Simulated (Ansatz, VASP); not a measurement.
**One calculation of Pt, two programs**

Contents of INCAR:

```
SYSTEM = Pt
  PREC = Accurate
  ENCUT = 520
  EDIFF = 1E-6
  ISMEAR = -1
  SIGMA = 0.05
  LREAL = .FALSE.
  LASPH = .TRUE.
  NELM = 60
  ALGO = Normal
  ISIF = 2
  LWAVE = .FALSE.
  LCHARG = .TRUE.
  GGA = CA
  LELF = .TRUE.
  LVHAR = .TRUE.
  NBANDS = 11
```

KPOINTS

```
Automatic mesh
0
G
  12 12 12
  0 0 0
```

File POSCAR:

```
Pt
1.0
    0.0000000000      1.9609000000      1.9609000000
    1.9609000000      0.0000000000      1.9609000000
    1.9609000000      1.9609000000      0.0000000000
Pt
1
Direct
    0.0000000000      0.0000000000      0.0000000000
```

Contents of input.yaml:

```yaml
crystal:
  lattice:
    - [0.0, 1.9609, 1.9609]
    - [1.9609, 0.0, 1.9609]
    - [1.9609, 1.9609, 0.0]
  atoms:
    - { symbol: Pt, position: [0.0, 0.0, 0.0] }
hamiltonian:
  xc: lda
  pseudopotentials: { kind: paw }
kpoints:
  mp_grid: { grid: [12, 12, 12] }
scf:
  occupations: { method: fermi_dirac, width: 0.05 }
output:
  forces: true
  stress: true
  eigenvalues: true
```

Alike in both runs: task single point; functional LDA; k mesh 12 × 12 × 12; occupations fermi-dirac, width 0.05 eV; no spin polarisation.

|  | VASP | Ansatz |
| --- | --- | --- |
| version | VASP 6.6.1 | Ansatz 0.2.0 |
| potentials or method | VASP PAW LDA potentials, release 64 (Pt) | Ansatz PAW |
| plane-wave cutoff (eV) | 520 | 420 |
| valence electrons in the cell | 10 | 18 |

Ansatz gave:

```
gap on the k mesh at the Fermi level (eV) : none
pressure (GPa)                            : -6.0
```

Q: Estimate VASP's values.

A: gap on the k mesh at the Fermi level (eV): none; pressure (GPa): -5.3.

LDA's correlation is that of Perdew and Zunger in VASP and of Perdew and Wang (1992) in Ansatz. A gap of «none» marks a metal or a gap that the smearing closes. VASP's potentials hold 10 valence electrons a cell and Ansatz's 18, so a difference there can come from the potentials and not from the codes.

Neither program's run includes spin-orbit coupling.
